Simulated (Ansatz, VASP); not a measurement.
**Two plane-wave programs on MnSn3**

INCAR

```
ALGO = Fast
EDIFF = 1E-7
ENCUT = 520
GGA = PE
ISIF = 2
ISMEAR = 0
LASPH = T
LCHARG = T
LELF = T
LREAL = F
LVHAR = T
LWAVE = F
NBANDS = 36
NELM = 80
PREC = Accurate
SIGMA = 0.1
```

File KPOINTS:

```
k-points
0
Gamma
  10 10 10
```

The input POSCAR:

```
MnSn3
1.0
    4.6027677977      0.0000000000      0.0000000000
    0.0000000000      4.6027677977      0.0000000000
    0.0000000000      0.0000000000      4.6027677977
Sn Mn
3 1
Direct
    0.0000000000      0.5000000000      0.5000000000
    0.5000000000      0.0000000000      0.5000000000
    0.5000000000      0.5000000000      0.0000000000
    0.0000000000      0.0000000000      0.0000000000
```

Input for Ansatz:

```yaml
crystal:
  lattice:
    - [4.6027677977, 0.0, 0.0]
    - [0.0, 4.6027677977, 0.0]
    - [0.0, 0.0, 4.6027677977]
  atoms:
    - { symbol: Sn, position: [0.0, 0.5, 0.5] }
    - { symbol: Sn, position: [0.5, 0.0, 0.5] }
    - { symbol: Sn, position: [0.5, 0.5, 0.0] }
    - { symbol: Mn, position: [0.0, 0.0, 0.0] }
basis:
  ecutwfc: 420
kpoints:
  mp_grid: { grid: [10, 10, 10] }
hamiltonian:
  xc: pbe
scf:
  occupations: { method: gaussian, width: 0.1 }
  lower_state_search: "off"
output:
  forces: true
  stress: true
  eigenvalues: true
```

Alike in both runs: task single point; functional PBE; k mesh 10 × 10 × 10; occupations gaussian, width 0.1 eV; no spin polarisation.

|  | VASP | Ansatz |
| --- | --- | --- |
| version | VASP 6.6.1 | Ansatz 0.2.0 |
| potentials or method | VASP PAW PBE potentials, release 64 (Sn_d, Mn_pv), cutoff 520 eV | scalar-relativistic, plane waves, PAW |
| valence electrons in the cell | 55 | 57 |

Ansatz gave:

```
gap on the k mesh at the Fermi level (eV) : none
pressure (GPa)                            : -5.8
```

Which values does VASP return?

gap on the k mesh at the Fermi level (eV): none; pressure (GPa): -5.9.

A gap of «none» marks a metal or a gap that the smearing closes. VASP's potentials hold 55 valence electrons a cell and Ansatz's 57, so a difference there can come from the potentials and not from the codes.
